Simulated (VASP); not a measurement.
# CaO (Fm-3m) in VASP: a series of runs

CaO is run at these levels: HSE06; tasks: single point.

All numbers are computed with VASP 6.6.1; they aren't measurements. Logs are shortened: lines on timing, memory, paths and dates and some standing lists are left out, and cuts for length are marked.

## Step 1: The cell of the first run

The structure is cubic, space group Fm-3m (No. 225). Conventional cell: a = 4.603 Å, b = 4.603 Å, c = 4.603 Å, α = 90.00°, β = 90.00°, γ = 90.00°. Within 3.0 Å of Ca (site symmetry m-3m) lie 6 O at 2.30 Å. O (site symmetry m-3m) has 6 Ca at 2.30 Å within 3.0 Å.

## Step 2: Single point, HSE06 (strain -4.0%)

File POSCAR:

```
CaO
1.0
    0.0000000000      2.3016481058      2.3016481058
    2.3016481058      0.0000000000      2.3016481058
    2.3016481058      2.3016481058      0.0000000000
Ca O
1 1
Direct
    0.0000000000      0.0000000000      0.0000000000
    0.5000000000      0.5000000000      0.5000000000
```

File INCAR.step1:

```
  ALGO = Normal
  EDIFF = 1E-5
  ENCUT = 520
  GGA = PE
  ISIF = 2
  ISMEAR = 0
  LASPH = T
  LCHARG = F
  LREAL = F
  LWAVE = T
  NBANDS = 15
  NELM = 60
  PREC = Accurate
  SIGMA = 0.01
```

File INCAR.step2:

```
  ALGO = Normal
  EDIFF = 1E-6
  ENCUT = 520
  GGA = PE
  HFSCREEN = 0.2079
  ISIF = 2
  ISMEAR = 0
  ISTART = 1
  LASPH = T
  LCHARG = F
  LHFCALC = T
  LREAL = F
  LWAVE = F
  NBANDS = 15
  NELM = 60
  PREC = Accurate
  PRECFOCK = Normal
  SIGMA = 0.01
```

File KPOINTS:

```
k-points
0
Gamma
  6 6 6
```

Potentials or basis: VASP PAW PBE potentials, release 64 (Ca_sv, O).

Command:

```
cat potpaw_PBE.64/Ca_sv/POTCAR potpaw_PBE.64/O/POTCAR > POTCAR
cp INCAR.step1 INCAR
mpirun -np 1 vasp_std > vasp.out
cp INCAR.step2 INCAR
mpirun -np 1 vasp_std > vasp.out
```

OUTCAR:

```text
EDIFF = 1E-6
   ENCUT = 520
   GGA = PE
   HFSCREEN = 0.2079
   ISIF = 2
   ISMEAR = 0
   ISTART = 1
   LASPH = T
   LHFCALC = T
   LREAL = F
   NELM = 60
   PREC = Accurate
   PRECFOCK = Normal

 ion  position               nearest neighbor table
   1  0.000  0.000  0.000-   2 2.30   2 2.30   2 2.30   2 2.30   2 2.30   2 2.30
   2  0.500  0.500  0.500-   1 2.30   1 2.30   1 2.30   1 2.30   1 2.30   1 2.30

  LATTYP: Found a face centered cubic cell.
 ALAT       =     4.6032962116

  Lattice vectors:

 A1 = (   0.0000000000,   2.3016481058,   2.3016481058)
 A2 = (   2.3016481058,   0.0000000000,   2.3016481058)
 A3 = (   2.3016481058,   2.3016481058,   0.0000000000)

Analysis of symmetry for initial positions (statically):
=====================================================================
 Subroutine PRICEL returns:
 Original cell was already a primitive cell.

 Routine SETGRP: Setting up the symmetry group for a
 face centered cubic supercell.

 Subroutine GETGRP returns: Found 48 space group operations
 (whereof 48 operations were pure point group operations)
 out of a pool of 48 trial point group operations.

The static configuration has the point symmetry O_h .

Analysis of symmetry for dynamics (positions and initial velocities):
=====================================================================
 Subroutine PRICEL returns:
 Original cell was already a primitive cell.

 Routine SETGRP: Setting up the symmetry group for a
 face centered cubic supercell.

 Subroutine GETGRP returns: Found 48 space group operations
 (whereof 48 operations were pure point group operations)
 out of a pool of 48 trial point group operations.

The dynamic configuration has the point symmetry O_h .

 Subroutine INISYM returns: Found 48 space group operations
 (whereof 48 operations are pure point group operations),
 and found     1 'primitive' translations

----------------------------------------------------------------------------------------

                                     Primitive cell

  volume of cell :      24.3863

  direct lattice vectors                    reciprocal lattice vectors
     0.000000000  2.301648106  2.301648106    -0.217235640  0.217235640  0.217235640
     2.301648106  0.000000000  2.301648106     0.217235640 -0.217235640  0.217235640
     2.301648106  2.301648106  0.000000000     0.217235640  0.217235640 -0.217235640

  length of vectors
     3.255021967  3.255021967  3.255021967     0.376263166  0.376263166  0.376263166

  position of ions in fractional coordinates (direct lattice)
     0.000000000  0.000000000  0.000000000
     0.500000000  0.500000000  0.500000000

  ion indices of the primitive-cell ions
   primitive index   ion index
                 1           1
                 2           2

----------------------------------------------------------------------------------------

 KPOINTS: k-points

Automatic generation of k-mesh.
 Grid dimensions read from file:
 generate k-points for:    6    6    6

 Generating k-lattice:

  Cartesian coordinates                     Fractional coordinates (reciprocal lattice)
    -0.036205940  0.036205940  0.036205940     0.166666667  0.000000000  0.000000000
     0.036205940 -0.036205940  0.036205940     0.000000000  0.166666667  0.000000000
     0.036205940  0.036205940 -0.036205940     0.000000000  0.000000000  0.166666667

  Length of vectors
     0.062710528  0.062710528  0.062710528

  Shift w.r.t. Gamma in fractional coordinates (k-lattice)
     0.000000000  0.000000000  0.000000000

 Subroutine IBZKPT returns following result:
 ===========================================

 Found     16 irreducible k-points:

 Following reciprocal coordinates:
            Coordinates               Weight
  0.000000  0.000000  0.000000      1.000000
  0.166667  0.000000  0.000000      8.000000
  0.333333  0.000000  0.000000      8.000000
  0.500000  0.000000  0.000000      4.000000
  0.166667  0.166667  0.000000      6.000000
  0.333333  0.166667  0.000000     24.000000
[... 8 lines left out ...]
 -0.333333  0.333333  0.166667     24.000000
 -0.333333  0.500000  0.166667     12.000000
   k-points           NKPTS =     16   k-points in BZ     NKDIM =    216   number of bands    NBANDS=     15
   number of dos      NEDOS =    301   number of ions     NIONS =      2
   total plane-waves  NPLWV =  13824
   dimension x,y,z NGX =    24 NGY =   24 NGZ =   24
   dimension x,y,z NGXF=    48 NGYF=   48 NGZF=   48
   ions per type =               1   1
   NGX,Y,Z   is equivalent  to a cutoff of  12.26, 12.26, 12.26 a.u.
   NGXF,Y,Z  is equivalent  to a cutoff of  24.52, 24.52, 24.52 a.u.
 SYSTEM =  unknown system
   PREC   = accura    normal or accurate (medium, high low for compatibility)
   ISTART =      1    job   : 0-new  1-cont  2-samecut
   ICHARG =      0    charge: 1-file 2-atom 10-const
   ISPIN  =      1    spin polarized calculation?
   LNONCOLLINEAR =      F non collinear calculations
   LSORBIT =      F    spin-orbit coupling
   LASPH  =      T    aspherical Exc in radial PAW
   ENCUT  =  520.0 eV  38.22 Ry    6.18 a.u.   6.05  6.05  6.05*2*pi/ulx,y,z
   NELM   =     60;   NELMIN=  2; NELMDL=  0     # of ELM steps
   EDIFF  = 0.1E-05   stopping-criterion for ELM
   LREAL  =      F    real-space projection
   EDIFFG = 0.1E-04   stopping-criterion for IOM
   NSW    =      0    number of steps for IOM
   IBRION =     -1    ionic relax: 0-MD 1-quasi-New 2-CG
   NFREE  =      0    steps in history (QN), initial steepest desc. (CG)
   ISIF   =      2    stress and relaxation
   ISYM   =      3    0-nonsym 1-usesym 2-fastsym
   POTIM  = 0.5000    time-step for ionic-motion
   TEBEG  =    0.0;   TEEND  =   0.0 temperature during run
   PSTRESS=    0.0 pullay stress
   NELECT =      16.0000    total number of electrons
   NUPDOWN=      -1.0000    fix difference up-down
   EMIN   =  10.00;   EMAX   =-10.00  energy-range for DOS
   EFERMI =   0.00;   METHOD = LEGACY
   ISMEAR =     0;   SIGMA  =   0.01  broadening in eV -4-tet -1-fermi 0-gaus
   EFERMI_NEDOS =   21; number of points for ismear=-14 and -15
   IALGO  =     38    algorithm
   IMIX   =      1    mixing-type and parameters
     AMIX     =   0.40;   BMIX     =  1.00
     AMIX_MAG =   1.60;   BMIX_MAG =  1.00
  volume/ion in A,a.u.               =      12.19        82.28
  Fermi-wavevector in a.u.,A,eV,Ry     =   1.422545  2.688220 27.533202  2.023633
  Thomas-Fermi vector in A             =   2.543237
   LORBIT       =      0    0 simple, 1 ext, 2 COOP (PROOUT), +10 PAW based schemes
   GGA     = PE    functional components
   LHFCALC =     T    Hartree Fock is set to
   PRECFOCK=normal    Normal, Fast or Accurate (Low or Medium for compatibility)
   ENCUT4O =  -1.0   cutoff for four orbital integrals eV
   NKREDX  =     1    reduce k-point grid by
   NKREDY  =     1    reduce k-point grid by
   NKREDZ  =     1    reduce k-point grid by
   AEXX    =    0.2500 exact exchange contribution
   HFSCREEN=    0.2079 screening length (either q_TF or 0.3 A-1)
   HFSCREENC=   0.2079 screening length for correlation (either q_TF or 0.3 A-1)
   ENCUTFOCK=  -1.0 apply spherical cutoff to Coloumb kernel
   IVDW    =     0    specifies the selected vdW correction
   LEPSILON=     F    determine dielectric tensor
   LRPA    =     F    only Hartree local field effects (RPA)
 non-spin polarized calculation
 Gauss-broadening in eV      SIGMA  =   0.01
  energy-cutoff  :      520.00
  volume of cell :       24.39
 maximum number of plane-waves:       680
  NGX = 20; NGY = 20; NGZ = 20

 number of electron      16.0000004 magnetization

 Free energy of the ion-electron system (eV)
  ---------------------------------------------------
  ext. energy  EPLUGINS =         0.00000000
  ---------------------------------------------------
  free energy    TOTEN  =       -14.68618791 eV

  energy without entropy =      -14.68618791  energy(sigma->0) =      -14.68618791

 E-fermi :   2.1167     XC(G=0):  -9.1252

 val. band max:        2.0492830277   @ k =   0.0000   0.0000   0.0000
 cond. band min:       7.2861202499   @ k =   0.5000   0.5000   0.0000
 fundamental gap:      5.2368372222
 Fermi energy:         2.1167008141

 k-point     1 :       0.0000    0.0000    0.0000
  band No.  band energies     occupation
      1     -37.6182      2.00000
      2     -16.7815      2.00000
      3     -16.7815      2.00000
      4     -16.7815      2.00000
      5     -15.2563      2.00000
      6       2.0493      2.00000
      7       2.0493      2.00000
      8       2.0493      2.00000
      9       9.4921      0.00000
     10      10.5641      0.00000
     11      10.5641      0.00000
     12      10.5641      0.00000
     13      12.4295      0.00000
     14      12.4295      0.00000
     15      19.6160      0.00000

 k-point     2 :       0.1667    0.0000    0.0000
  band No.  band energies     occupation
      1     -37.5715      2.00000
      2     -17.5806      2.00000
      3     -16.7988      2.00000
      4     -16.7988      2.00000
      5     -14.4460      2.00000
      6       1.0757      2.00000
      7       1.5942      2.00000
      8       1.5942      2.00000
      9      10.4334      0.00000
     10      10.7784      0.00000
     11      11.1551      0.00000
     12      11.1551      0.00000
     13      13.2677      0.00000
     14      13.2677      0.00000
     15      20.9715      0.00000
[... 221 lines left out ...]
      3     -17.3152      2.00000
      4     -17.1099      2.00000
      5     -13.8697      2.00000
      6       0.0168      2.00000
      7       0.8273      2.00000
      8       0.8389      2.00000
      9      10.9598      0.00000
     10      10.9915      0.00000
     11      13.9590      0.00000
     12      14.3619      0.00000
     13      15.6267      0.00000
     14      18.6042      0.00000
     15      19.7438      0.00000

 k-point    16 :      -0.3333    0.5000    0.1667
  band No.  band energies     occupation
      1     -37.3723      2.00000
      2     -17.6138      2.00000
      3     -17.5994      2.00000
      4     -17.3074      2.00000
      5     -14.3268      2.00000
      6       0.7252      2.00000
      7       0.7854      2.00000
      8       1.1993      2.00000
      9       9.0220      0.00000
     10      12.4253      0.00000
     11      13.5744      0.00000
     12      14.9532      0.00000
     13      15.0928      0.00000
     14      18.6447      0.00000
     15      19.5454      0.00000

------------------------ aborting loop because EDIFF is reached ----------------------------------------

  FORCE on cell =-STRESS in cart. coord.  units (eV):
  Direction    XX          YY          ZZ          XY          YZ          ZX
  --------------------------------------------------------------------------------------
  -------------------------------------------------------------------------------------
  Total        3.0269049      3.0269049      3.0269049     -0.0000000     -0.0000000     -0.0000000
  in kB      198.8669379    198.8669379    198.8669379     -0.0000000     -0.0000000     -0.0000000
  external PRESSURE =     198.8669379 kB  Pullay stress =       0.0000000 kB

 VOLUME and BASIS-vectors are now :
 -----------------------------------------------------------------------------
  energy-cutoff  :      520.00
  volume of cell :       24.39
      direct lattice vectors                 reciprocal lattice vectors
     0.000000000  2.301648106  2.301648106    -0.217235640  0.217235640  0.217235640
     2.301648106  0.000000000  2.301648106     0.217235640 -0.217235640  0.217235640
     2.301648106  2.301648106  0.000000000     0.217235640  0.217235640 -0.217235640

 POSITION                                       TOTAL-FORCE (eV/Angst)
 -----------------------------------------------------------------------------------
      0.00000      0.00000      0.00000         0.000000      0.000000      0.000000
      2.30165      2.30165      2.30165        -0.000000     -0.000000      0.000000
 -----------------------------------------------------------------------------------
    total drift:                               -0.000000      0.000000     -0.000000

  FREE ENERGIE OF THE ION-ELECTRON SYSTEM (eV)
  ---------------------------------------------------
  free  energy   TOTEN  =       -14.6861879054 eV

  energy  without entropy=      -14.6861879054  energy(sigma->0) =      -14.68618791
```

It took 27 min on 1 thread of AMD EPYC 7R43 (Zen 3), shared host; peak memory 0.23 GiB.

Results:

```
Free energy            : -14.6862 eV
Pressure               : 19.9 GPa
Band gap on the k mesh : 5.24 eV (least direct gap 5.61 eV)
```

Caveat: the cell differs from its parent crystal (strain -4.0%); the cell stands under pressure; the PAW data sets were made with another functional, which shifts forces and pressure a little. A k mesh can miss the band edges.

(Continued in part 2 of 2.)
